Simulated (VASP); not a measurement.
# LiTi2Ga4 (I4/mmm) in VASP: a series of runs

The runs below take LiTi2Ga4 through relaxation of cell and atoms, with PBE.

Program: VASP 6.6.1. These are calculated values, not measurements. Logs are shortened: lines on timing, memory, paths and dates and some standing lists are left out, and cuts for length are marked.

### 1 The cell of the first run

It takes space group I4/mmm (No. 139, tetragonal). Conventional cell: a = 6.526 Å, b = 6.526 Å, c = 5.332 Å, α = 90.00°, β = 90.00°, γ = 90.00°. Within 3.7 Å of Li (site symmetry 4/mmm) lie 12 Ga at 2.80 to 3.23 Å and 8 Ti at 3.52 Å. Within 3.4 Å of Ga (site symmetry m2m) lie 4 Ga at 2.57 to 2.84 Å and 4 Ti at 2.71 Å and 3 Li at 2.80 to 3.23 Å. Within 3.5 Å of Ti (site symmetry -4m2) lie 2 Ti at 2.67 Å and 8 Ga at 2.71 Å.

### 2 Relaxation of cell and atoms, PBE

File INCAR:

```
SYSTEM = LiTi2Ga4
PREC = Accurate
ENCUT = 600
EDIFF = 1E-6
ISMEAR = -1
SIGMA = 0.1
LREAL = .False.
LASPH = .True.
NELM = 100
ALGO = Normal
ISIF = 3
LWAVE = .False.
LCHARG = .False.
GGA = PE
IBRION = 2
NSW = 60
EDIFFG = -0.01
```

File KPOINTS:

```
Automatic mesh
0
Gamma
  4 4 4
  0 0 0
```

File POSCAR:

```
LiTi2Ga4
1.0
   -3.2629850000      3.2629850000      2.6660020000
    3.2629850000     -3.2629850000      2.6660020000
    3.2629850000      3.2629850000     -2.6660020000
Li Ga Ti
1 4 2
Direct
    0.0000000000      0.0000000000      0.0000000000
    0.3030000000      0.3030000000      0.6060000000
    0.3030000000      0.6970000000      0.0000000000
    0.6970000000      0.6970000000      0.3940000000
    0.6970000000      0.3030000000      0.0000000000
    0.7500000000      0.2500000000      0.5000000000
    0.2500000000      0.7500000000      0.5000000000
```

Potentials or basis: VASP PAW PBE potentials, release 64 (Li_sv, Ga_d, Ti_sv).

On the command line:

```bash
> cat potpaw_PBE.64/Li_sv/POTCAR potpaw_PBE.64/Ga_d/POTCAR potpaw_PBE.64/Ti_sv/POTCAR > POTCAR
> mpirun -np 1 vasp_std > vasp.out
```

OUTCAR:

```text
SYSTEM = LiTi2Ga4
   PREC = Accurate
   ENCUT = 600
   EDIFF = 1E-6
   ISMEAR = -1
   LREAL = .False.
   LASPH = .True.
   NELM = 100
   ISIF = 3
   GGA = PE
   IBRION = 2
   NSW = 60
   EDIFFG = -0.01

 ion  position               nearest neighbor table
   1  0.000  0.000  0.000-
   2  0.303  0.303  0.606-   3 2.57   5 2.57   7 2.71   6 2.71   6 2.71   7 2.71   4 2.84   4 2.84

   3  0.303  0.697  0.000-   2 2.57   4 2.57   6 2.71   7 2.71   7 2.71   6 2.71   5 2.84   5 2.84

   4  0.697  0.697  0.394-   3 2.57   5 2.57   7 2.71   6 2.71   6 2.71   7 2.71   2 2.84   2 2.84

   5  0.697  0.303  0.000-   2 2.57   4 2.57   7 2.71   6 2.71   6 2.71   7 2.71   3 2.84   3 2.84

   6  0.750  0.250  0.500-   7 2.67   7 2.67   4 2.71   2 2.71   5 2.71   5 2.71   3 2.71   3 2.71
                             2 2.71   4 2.71
   7  0.250  0.750  0.500-   6 2.67   6 2.67   4 2.71   2 2.71   3 2.71   3 2.71   5 2.71   5 2.71
                             4 2.71   2 2.71

  LATTYP: Found a body centered tetragonal cell.
 ALAT       =     6.5259700000
 C/A-ratio  =     0.8170439031

  Lattice vectors:

 A1 = (  -3.2629850000,   3.2629850000,   2.6660020000)
 A2 = (   3.2629850000,  -3.2629850000,   2.6660020000)
 A3 = (   3.2629850000,   3.2629850000,  -2.6660020000)

Analysis of symmetry for initial positions (statically):
=====================================================================
 Subroutine PRICEL returns:
 Original cell was already a primitive cell.

 Routine SETGRP: Setting up the symmetry group for a
 body centered tetragonal supercell.

 Subroutine GETGRP returns: Found 16 space group operations
 (whereof 16 operations were pure point group operations)
 out of a pool of 16 trial point group operations.

The static configuration has the point symmetry D_4h.

Analysis of symmetry for dynamics (positions and initial velocities):
=====================================================================
 Subroutine PRICEL returns:
 Original cell was already a primitive cell.

 Routine SETGRP: Setting up the symmetry group for a
 body centered tetragonal supercell.

 Subroutine GETGRP returns: Found 16 space group operations
 (whereof 16 operations were pure point group operations)
 out of a pool of 16 trial point group operations.

The dynamic configuration has the point symmetry D_4h.

 Subroutine INISYM returns: Found 16 space group operations
 (whereof 16 operations are pure point group operations),
 and found     1 'primitive' translations

----------------------------------------------------------------------------------------

                                     Primitive cell

  volume of cell :     113.5405

  direct lattice vectors                    reciprocal lattice vectors
    -3.262985000  3.262985000  2.666002000     0.000000000  0.153233925  0.187546746
     3.262985000 -3.262985000  2.666002000     0.153233925  0.000000000  0.187546746
     3.262985000  3.262985000 -2.666002000     0.153233925  0.153233925  0.000000000

  length of vectors
     5.329325369  5.329325369  5.329325369     0.242186742  0.242186742  0.216705495

  position of ions in fractional coordinates (direct lattice)
     0.000000000  0.000000000  0.000000000
     0.303000000  0.303000000  0.606000000
     0.303000000  0.697000000  0.000000000
     0.697000000  0.697000000  0.394000000
     0.697000000  0.303000000  0.000000000
     0.750000000  0.250000000  0.500000000
     0.250000000  0.750000000  0.500000000

  ion indices of the primitive-cell ions
   primitive index   ion index
                 1           1
                 2           2
                 3           3
                 4           4
                 5           5
                 6           6
                 7           7

----------------------------------------------------------------------------------------

 KPOINTS: Automatic mesh

Automatic generation of k-mesh.
 Grid dimensions read from file:
 generate k-points for:    4    4    4

 Generating k-lattice:

  Cartesian coordinates                     Fractional coordinates (reciprocal lattice)
     0.000000000  0.038308481  0.046886687     0.250000000 -0.000000000  0.000000000
     0.038308481  0.000000000  0.046886687    -0.000000000  0.250000000  0.000000000
     0.038308481  0.038308481  0.000000000     0.000000000  0.000000000  0.250000000

  Length of vectors
     0.060546685  0.060546685  0.054176374

  Shift w.r.t. Gamma in fractional coordinates (k-lattice)
     0.000000000  0.000000000  0.000000000

 Subroutine IBZKPT returns following result:
 ===========================================

 Found     13 irreducible k-points:

 Following reciprocal coordinates:
            Coordinates               Weight
  0.000000  0.000000  0.000000      1.000000
  0.250000  0.000000  0.000000      8.000000
  0.500000  0.000000  0.000000      4.000000
  0.250000  0.250000  0.000000      8.000000
  0.500000  0.250000  0.000000     16.000000
 -0.250000  0.250000  0.000000      4.000000
  0.500000  0.500000  0.000000      2.000000
  0.250000  0.250000  0.250000      2.000000
 -0.250000  0.250000  0.250000      4.000000
  0.500000  0.500000  0.250000      4.000000
 -0.250000  0.500000  0.250000      8.000000
 -0.250000 -0.250000  0.250000      2.000000
  0.500000  0.500000  0.500000      1.000000
   k-points           NKPTS =     13   k-points in BZ     NKDIM =     13   number of bands    NBANDS=     47
   number of dos      NEDOS =    301   number of ions     NIONS =      7
   total plane-waves  NPLWV = 110592
   dimension x,y,z NGX =    48 NGY =   48 NGZ =   48
   dimension x,y,z NGXF=    96 NGYF=   96 NGZF=   96
   ions per type =               1   4   2
   NGX,Y,Z   is equivalent  to a cutoff of  14.97, 14.97, 14.97 a.u.
   NGXF,Y,Z  is equivalent  to a cutoff of  29.95, 29.95, 29.95 a.u.
 SYSTEM =  LiTi2Ga4
   PREC   = accura    normal or accurate (medium, high low for compatibility)
   ISTART =      0    job   : 0-new  1-cont  2-samecut
   ICHARG =      2    charge: 1-file 2-atom 10-const
   ISPIN  =      1    spin polarized calculation?
   LNONCOLLINEAR =      F non collinear calculations
   LSORBIT =      F    spin-orbit coupling
   LASPH  =      T    aspherical Exc in radial PAW
   ENCUT  =  600.0 eV  44.10 Ry    6.64 a.u.  10.64 10.64 10.64*2*pi/ulx,y,z
   NELM   =    100;   NELMIN=  2; NELMDL= -5     # of ELM steps
   EDIFF  = 0.1E-05   stopping-criterion for ELM
   LREAL  =      F    real-space projection
   EDIFFG = -.1E-01   stopping-criterion for IOM
   NSW    =     60    number of steps for IOM
   IBRION =      2    ionic relax: 0-MD 1-quasi-New 2-CG
   NFREE  =      1    steps in history (QN), initial steepest desc. (CG)
   ISIF   =      3    stress and relaxation
   ISYM   =      2    0-nonsym 1-usesym 2-fastsym
   POTIM  = 0.5000    time-step for ionic-motion
   TEBEG  =    0.0;   TEEND  =   0.0 temperature during run
   PSTRESS=    0.0 pullay stress
   NELECT =      79.0000    total number of electrons
   NUPDOWN=      -1.0000    fix difference up-down
   EMIN   =  10.00;   EMAX   =-10.00  energy-range for DOS
   EFERMI =   0.00;   METHOD = LEGACY
   ISMEAR =    -1;   SIGMA  =   0.10  broadening in eV -4-tet -1-fermi 0-gaus
   EFERMI_NEDOS =   21; number of points for ismear=-14 and -15
   IALGO  =     38    algorithm
   IMIX   =      4    mixing-type and parameters
     AMIX     =   0.40;   BMIX     =  1.00
     AMIX_MAG =   1.60;   BMIX_MAG =  1.00
  volume/ion in A,a.u.               =      16.22       109.46
  Fermi-wavevector in a.u.,A,eV,Ry     =   1.450665  2.741358 28.632475  2.104428
  Thomas-Fermi vector in A             =   2.568251
   LORBIT       =      0    0 simple, 1 ext, 2 COOP (PROOUT), +10 PAW based schemes
   GGA     = PE    functional components
   LHFCALC =     F    Hartree Fock is set to
   AEXX    =    0.0000 exact exchange contribution
   IVDW    =     0    specifies the selected vdW correction
   LEPSILON=     F    determine dielectric tensor
   LRPA    =     F    only Hartree local field effects (RPA)
 conjugate gradient relaxation of ions
 non-spin polarized calculation
  energy-cutoff  :      600.00
  volume of cell :      113.54
 maximum number of plane-waves:      3802
 NGX is ok and might be reduce to    48
   NGX = 21   NGY = 21   NGZ = 21

--------------------------------------- Ionic step        1  -------------------------------------------

 number of electron      79.0000001 magnetization

 Free energy of the ion-electron system (eV)
  ---------------------------------------------------
  ext. energy  EPLUGINS =         0.00000000
  ---------------------------------------------------
  free energy    TOTEN  =       -31.41425629 eV

  energy without entropy =      -31.25388073  energy(sigma->0) =      -31.33406851

------------------------ aborting loop because EDIFF is reached ----------------------------------------

  FORCE on cell =-STRESS in cart. coord.  units (eV):
  Direction    XX          YY          ZZ          XY          YZ          ZX
  --------------------------------------------------------------------------------------
  -------------------------------------------------------------------------------------
  Total        4.1435274      4.1435274      1.7433439      0.0000000      0.0000000      0.0000000
  in kB       58.4696077     58.4696077     24.6004495      0.0000000      0.0000000      0.0000000
  external PRESSURE =      47.1798883 kB  Pullay stress =       0.0000000 kB
[... 104 lines left out ...]
  FREE ENERGIE OF THE ION-ELECTRON SYSTEM (eV)
  ---------------------------------------------------
  free  energy   TOTEN  =       -31.5735455227 eV

  energy  without entropy=      -31.4140707886  energy(sigma->0) =      -31.49380816

[... ionic steps 4 to 8 ...]

--------------------------------------- Ionic step        9  -------------------------------------------

 number of electron      78.9999980 magnetization

------------------------ aborting loop because EDIFF is reached ----------------------------------------

  FORCE on cell =-STRESS in cart. coord.  units (eV):
  Direction    XX          YY          ZZ          XY          YZ          ZX
  --------------------------------------------------------------------------------------
  -------------------------------------------------------------------------------------
  Total       -0.3969920     -0.3969920      0.1402784      0.0000000      0.0000000      0.0000000
  in kB       -5.2947317     -5.2947317      1.8709109      0.0000000      0.0000000      0.0000000
  external PRESSURE =      -2.9061842 kB  Pullay stress =       0.0000000 kB
[... 67 lines left out ...]
  energy  without entropy=      -31.5015318177  energy(sigma->0) =      -31.57156948

--------------------------------------- Ionic step       11  -------------------------------------------

 number of electron      79.0000002 magnetization

 Free energy of the ion-electron system (eV)
  ---------------------------------------------------
  ext. energy  EPLUGINS =         0.00000000
  ---------------------------------------------------
  free energy    TOTEN  =       -31.64388434 eV

  energy without entropy =      -31.49564184  energy(sigma->0) =      -31.56976309

 E-fermi :   5.9689     XC(G=0): -10.8760

 val. band max:        5.9450675122   @ k =  -0.2500   0.5000   0.2500
 cond. band min:       5.9915180331   @ k =   0.5000   0.5000   0.5000
 fundamental gap:      0.0464505209
 Fermi energy:         5.9688995863

 k-point     1 :       0.0000    0.0000    0.0000
  band No.  band energies     occupation
      1     -50.7108      2.00000
      2     -50.6065      2.00000
      3     -40.4987      2.00000
      4     -27.2306      2.00000
      5     -27.0435      2.00000
      6     -27.0435      2.00000
[... 673 lines left out ...]
  FREE ENERGIE OF THE ION-ELECTRON SYSTEM (eV)
  ---------------------------------------------------
  free  energy   TOTEN  =       -31.6438843447 eV

  energy  without entropy=      -31.4956418368  energy(sigma->0) =      -31.56976309

 reached required accuracy - stopping structural energy minimisation
```

It took 24 min on 1 thread of Oxide Virtual Turin-like, shared host; peak memory 0.35 GiB.

What came out:

```yaml
Free_energy: -31.6439 eV
Relaxed_volume: 17.14 Å³/atom
Relaxed_cell: a = 5.440 Å, b = 5.440 Å, c = 5.440 Å, α = 103.98°, β = 103.98°, γ = 121.11°
Space_group_after_relaxing_to_0.05_Å: I4/mmm (No. 139)
Energy_gained_by_relaxing: 32.8 meV/atom
Ionic_steps: 11
Pressure_after_relaxing: 0.0 GPa
```

Stress tensor (GPa, compression positive):
```
-0.06  0.00  0.00
 0.00 -0.06  0.00
 0.00  0.00  0.07
```

The path:
| step | energy change (eV) | largest force (eV/Å) | pressure (GPa) | volume (Å³) |
| --- | --- | --- | --- | --- |
| 1 | 0.0000 | 0.6724 | 4.72 | 113.54 |
| 2 | -0.1590 | 0.3753 | -1.39 | 121.56 |
| 3 | -0.1593 | 0.3844 | -1.16 | 121.22 |
| 4 | -0.1985 | 0.2458 | -0.52 | 120.21 |
| 5 | -0.2201 | 0.0859 | 0.42 | 118.91 |
| 6 | -0.2204 | 0.0645 | 0.59 | 118.72 |
| 7 | -0.2243 | 0.0436 | -0.09 | 119.84 |
| 8 | -0.2242 | 0.0353 | -0.45 | 120.43 |
| 9 | -0.2245 | 0.0397 | -0.29 | 120.13 |
| 10 | -0.2274 | 0.0243 | -0.20 | 120.09 |
| 11 | -0.2296 | 0.0009 | -0.02 | 120.01 |

Final structure:
```
Li Ga Ti
1.0
    -3.34965    3.34965    2.67394
     3.34965   -3.34965    2.67394
     3.34965    3.34965   -2.67394
Li Ga Ti
1 4 2
Direct
  0.00000 0.00000 0.00000
  0.28976 0.28976 0.57953
  0.28976 0.71024 0.00000
  0.71024 0.71024 0.42047
  0.71024 0.28976 0.00000
  0.75000 0.25000 0.50000
  0.25000 0.75000 0.50000
```

Caveat: the k points lie up to 0.38 Å⁻¹ apart in the final cell; the cutoff is under 1.25 times the usual one of these potentials, so pressure, stress and relaxed cells hold a basis-set (Pulay) error.

### 3 Relaxation of cell and atoms, PBE

File INCAR:

```
SYSTEM = LiTi2Ga4
  PREC = Accurate
  ENCUT = 600
  EDIFF = 1E-6
  ISMEAR = 1
  SIGMA = 0.01
  LREAL = .FALSE.
  LASPH = .TRUE.
  NELM = 60
  ALGO = Normal
  ISIF = 3
  LWAVE = .FALSE.
  LCHARG = .FALSE.
  GGA = PE
  IBRION = 2
  NSW = 60
  EDIFFG = -0.01
```

File KPOINTS:

```
regular mesh
0
G
  4 4 4
  0 0 0
```

POSCAR is that of step 2.

Potentials or basis: VASP PAW PBE potentials, release 64 (Li_sv, Ga_d, Ti_sv).

On the command line:

```bash
> cat potpaw_PBE.64/Li_sv/POTCAR potpaw_PBE.64/Ga_d/POTCAR potpaw_PBE.64/Ti_sv/POTCAR > POTCAR
> mpirun -np 1 vasp_std > vasp.out
```

Wall time 28 min (1 thread of Oxide Virtual Turin-like, shared host); peak memory 0.35 GiB.

It converged, with:

* Free energy: -31.5709 eV
* Relaxed volume: 17.04 Å³/atom
* Relaxed cell: a = 5.442 Å, b = 5.442 Å, c = 5.442 Å, α = 103.45°, β = 103.45°, γ = 122.33°
* Space group after relaxing (to 0.05 Å): I4/mmm (No. 139)
* Energy gained by relaxing: 34.7 meV/atom
* Ionic steps: 12
* Pressure after relaxing: 0.0 GPa
* Largest force after relaxing: 0.006 eV/Å

Forces on the atoms (eV/Å):
```
Li   0.000  0.000  0.000
Ga   0.004  0.004  0.000
Ga  -0.004  0.004  0.000
Ga  -0.004 -0.004  0.000
Ga   0.004 -0.004  0.000
Ti   0.000  0.000  0.000
Ti   0.000  0.000  0.000
```

The path:
```
step  energy change (eV)  largest force (eV/Å)  pressure (GPa)  volume (Å³)
   1              0.0000                0.6840            4.61       113.54
   2             -0.1820                0.3434           -1.51       121.35
   3             -0.1820                0.3416           -1.57       121.39
   4             -0.2313                0.1710           -0.55       119.91
   5             -0.2401                0.0629            0.06       119.06
   6             -0.2401                0.0528            0.12       118.99
   7             -0.2412                0.0380            0.01       119.16
   8             -0.2421                0.0182           -0.12       119.40
   9             -0.2416                0.0194           -0.36       119.88
  10             -0.2423                0.0047           -0.19       119.57
  11             -0.2425                0.0111            0.13       119.10
  12             -0.2426                0.0063            0.00       119.28
```

Final structure:
```
CELL_PARAMETERS angstrom
-3.37085 3.37085 2.62450
3.37085 -3.37085 2.62450
3.37085 3.37085 -2.62450
ATOMIC_POSITIONS crystal
Li 0.00000 0.00000 0.00000
Ga 0.29405 0.29405 0.58811
Ga 0.29405 0.70595 0.00000
Ga 0.70595 0.70595 0.41189
Ga 0.70595 0.29405 0.00000
Ti 0.75000 0.25000 0.50000
Ti 0.25000 0.75000 0.50000
```

Levels at points of the mesh, in eV from the Fermi level:
```csv
k point,band 36,band 37,band 38,band 39,band 40,band 41,band 42,band 43,band 44,band 45
"(0.00, 0.00, 0.00)",-1.35,-1.25,-1.25,-0.97,-0.29,0.17,1.00,1.38,1.60,2.63
"(0.50, 0.00, 0.00)",-1.70,-0.95,-0.35,-0.13,0.50,0.53,1.49,1.88,1.90,2.02
"(0.50, 0.50, 0.00)",-2.10,-1.92,-1.17,-0.62,-0.47,-0.22,1.17,1.41,2.81,2.82
"(0.50, 0.50, 0.50)",-1.85,-1.85,-1.27,-0.39,-0.36,0.27,1.50,1.88,2.79,2.79
```

Caveat: the k points lie up to 0.38 Å⁻¹ apart in the final cell; the cutoff is under 1.25 times the usual one of these potentials, so pressure, stress and relaxed cells hold a basis-set (Pulay) error.
